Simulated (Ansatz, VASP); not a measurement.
## Fe in VASP and in Ansatz

```xyz
1
Lattice="-1.4333 1.4333 1.4333 1.4333 -1.4333 1.4333 1.4333 1.4333 -1.4333" Properties=species:S:1:pos:R:3 pbc="T T T"
Fe    0.0000    0.0000    0.0000
```

Alike in both runs: task single point; functional r2SCAN; k mesh 20 × 20 × 20; occupations gaussian, width 0.1 eV; collinear spin.

```csv
,VASP,Ansatz
version,VASP 6.6.1,Ansatz 0.2.0
potentials or method,"VASP PAW PBE potentials, release 64 (Fe), cutoff 520 eV","scalar-relativistic, plane waves, PAW"
valence electrons in the cell,8,16
```

VASP gave:

* gap on the k mesh at the Fermi level (eV): none
* pressure (GPa): -0.4
* net moment per atom (μB): 2.65
* size of the moment on the site where the two differ most (μB): 2.72

Estimate Ansatz's values.

gap on the k mesh at the Fermi level (eV): none; pressure (GPa): 0.0; net moment per atom (μB): 2.65; size of the moment on the site where the two differ most (μB): 2.81.

VASP's potentials were made for PBE, not for r2SCAN. Site moments also hang on the region over which each program counts them. A gap of «none» marks a metal or a gap that the smearing closes. The functional is the same, so the differences come from potentials, cutoffs and numerics. VASP's potentials hold 8 valence electrons a cell and Ansatz's 16, so a difference there can come from the potentials and not from the codes. Ansatz's warnings: stability check not made.
